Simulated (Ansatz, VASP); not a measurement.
# Two plane-wave programs on Co

INCAR

```
PREC = Accurate ; ENCUT = 520
EDIFF = 1E-6 ; ISMEAR = -1
SIGMA = 0.05 ; LREAL = False
LASPH = True ; NELM = 150
ALGO = Fast ; ISIF = 2
LWAVE = False ; LCHARG = False
ISPIN = 2 ; MAGMOM = 2 2
LORBIT = 11 ; LMAXMIX = 4
GGA = PE ; NBANDS = 20
```

Contents of KPOINTS:

```
regular mesh
0
Gamma
  10 10 6
```

The input POSCAR:

```
Co
1.0
    2.4472799042      0.0000000000      0.0000000000
   -1.2236399521      2.1194065672      0.0000000000
    0.0000000000      0.0000000000      4.0211440800
Co
2
Direct
    0.6666666667      0.3333333333      0.7500000000
    0.3333333333      0.6666666667      0.2500000000
```

Contents of input.yaml:

```yaml
crystal:
  lattice:
    - [2.4472799042, 0.0, 0.0]
    - [-1.2236399521, 2.1194065672, 0.0]
    - [0.0, 0.0, 4.02114408]
  atoms:
    - { symbol: Co, position: [0.6666666667, 0.3333333333, 0.75], spin: 2.0 }
    - { symbol: Co, position: [0.3333333333, 0.6666666667, 0.25], spin: 2.0 }
hamiltonian:
  xc: pbe
  pseudopotentials: { kind: paw }
magnetization:
  spin_polarized: true
kpoints:
  mp_grid: { grid: [10, 10, 6] }
scf:
  occupations: { method: fermi_dirac, width: 0.05 }
output:
  forces: true
  stress: true
  eigenvalues: true
  write_density: true
  write_potential: true
  elf: true
  volumetric_format: npy
```

Alike in both runs: task single point; functional PBE; k mesh 10 × 10 × 6; occupations fermi-dirac, width 0.05 eV; collinear spin.

|  | VASP | Ansatz |
| --- | --- | --- |
| version | VASP 6.6.1 | Ansatz 0.2.0 |
| potentials or method | VASP PAW PBE potentials, release 64 (Co) | Ansatz PAW |
| plane-wave cutoff (eV) | 520 | 420 |
| valence electrons in the cell | 18 | 34 |

Ansatz gave:

* gap on the k mesh at the Fermi level (eV): none
* pressure (GPa): 10.6
* traceless stress, the component that is largest in VASP (GPa): -3.99
* net moment per atom (μB): 1.64
* size of the moment on the site where the two differ most (μB): 1.70

**Question.** What did VASP give for the same quantities?

**Answer.** gap on the k mesh at the Fermi level (eV): none; pressure (GPa): 9.6; traceless stress, the component that is largest in VASP (GPa): -3.96; net moment per atom (μB): 1.63; size of the moment on the site where the two differ most (μB): 1.64.

Site moments also hang on the region over which each program counts them. A gap of «none» marks a metal or a gap that the smearing closes. VASP's potentials hold 18 valence electrons a cell and Ansatz's 34, so a difference there can come from the potentials and not from the codes.
